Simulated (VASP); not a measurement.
A run of VASP 6.6.1:

File INCAR:

```
ALGO = Fast ; EDIFF = 1E-7
ENCUT = 520 ; GGA = PE
ISIF = 2 ; ISMEAR = 0
LASPH = T ; LCHARG = T
LELF = T ; LREAL = F
LVHAR = T ; LWAVE = F
NBANDS = 26 ; NELM = 100
PREC = Accurate ; SIGMA = 0.1
```

The input KPOINTS:

```
k-points
0
Gamma
  12 12 12
```

Contents of POSCAR:

```
TePt3
1.0
    4.1294567383      0.0000000000      0.0000000000
    0.0000000000      4.1294567383      0.0000000000
    0.0000000000      0.0000000000      4.1294567383
Te Pt
1 3
Direct
    0.0000000000      0.0000000000      0.0000000000
    0.0000000000      0.5000000000      0.5000000000
    0.5000000000      0.0000000000      0.5000000000
    0.5000000000      0.5000000000      0.0000000000
```

Potentials or basis: VASP PAW PBE potentials, release 64 (Te, Pt).

Run with:

```console
$ cat potpaw_PBE.64/Te/POTCAR potpaw_PBE.64/Pt/POTCAR > POTCAR
$ mpirun -np 1 vasp_std > vasp.out
```

Hardware: 1 thread of Intel(R) Xeon(R) Platinum 8375C CPU @ 2.90GHz (Ice Lake) (shared host).

How long does it take, and how much memory?

Wall time 72 s on 1 thread of Intel(R) Xeon(R) Platinum 8375C CPU @ 2.90GHz (Ice Lake), on a shared host, peak memory 0.27 GiB. Counts: scf iterations 16, k points 84.
